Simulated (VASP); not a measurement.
A run of VASP 6.6.1 is set up as follows.

Contents of INCAR:

```
PREC = Accurate
ENCUT = 600
EDIFF = 1E-6
ISMEAR = 0
SIGMA = 0.1
LREAL = F
LASPH = T
NELM = 120
ALGO = Normal
ISIF = 2
LWAVE = F
LCHARG = T
GGA = PE
LELF = T
LVHAR = T
NBANDS = 34
GGA_COMPAT = F
```

KPOINTS

```
Automatic mesh
0
Gamma
  6 6 4
```

POSCAR

```
Bi3F
1.0
    5.4440598605      0.0000000000      0.0000000000
   -2.7220299302      4.7146941390      0.0000000000
    0.0000000000      0.0000000000      4.6496041855
Bi F
3 1
Direct
    0.0000000000      0.0000000000      0.5000000000
    0.3333333333      0.6666666667      0.0000000000
    0.6666666667      0.3333333333      0.0000000000
    0.0000000000      0.0000000000      0.0000000000
```

Potentials or basis: VASP PAW PBE potentials, release 64 (Bi_d, F).

Launch:

```bash
$ cat potpaw_PBE.64/Bi_d/POTCAR potpaw_PBE.64/F/POTCAR > POTCAR
$ mpirun -np 1 vasp_std > vasp.out
```

(1) Predict the band gap on the k mesh.

(2) What does it give for the pressure?

Answers

(1) zero (bands 26 and 27 overlap by 1.78 eV).

(2) 0.0 GPa.

Caveat: spin-orbit coupling is left out, which moves the levels of the heavy elements.
